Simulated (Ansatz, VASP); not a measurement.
## One calculation of KI, two programs

```
K I
1.0
     0.00000    3.54429    3.54429
     3.54429    0.00000    3.54429
     3.54429    3.54429    0.00000
K I
1 1
Direct
  0.00000 0.00000 0.00000
  0.50000 0.50000 0.50000
```

Alike in both runs: task single point; functional r2SCAN; k mesh 5 × 5 × 5; no spin polarisation.

```csv
,VASP,Ansatz
version,VASP 6.6.1,Ansatz 0.2.0
potentials or method,"VASP PAW PBE potentials, release 64 (K_sv, I)",plane waves
plane-wave cutoff (eV),520,500
occupations,"gaussian, width 0.01 eV",fixed
valence electrons in the cell,16,26
```

Ansatz gave:

* gap on the k mesh at the Fermi level (eV): 4.59
* pressure (GPa): 0.0

Q: Estimate VASP's values.

A: gap on the k mesh at the Fermi level (eV): 4.58; pressure (GPa): 0.0.

VASP's potentials were made for PBE, not for r2SCAN. VASP's potentials hold 16 valence electrons a cell and Ansatz's 26, so a difference there can come from the potentials and not from the codes.

Neither program's run includes spin-orbit coupling.
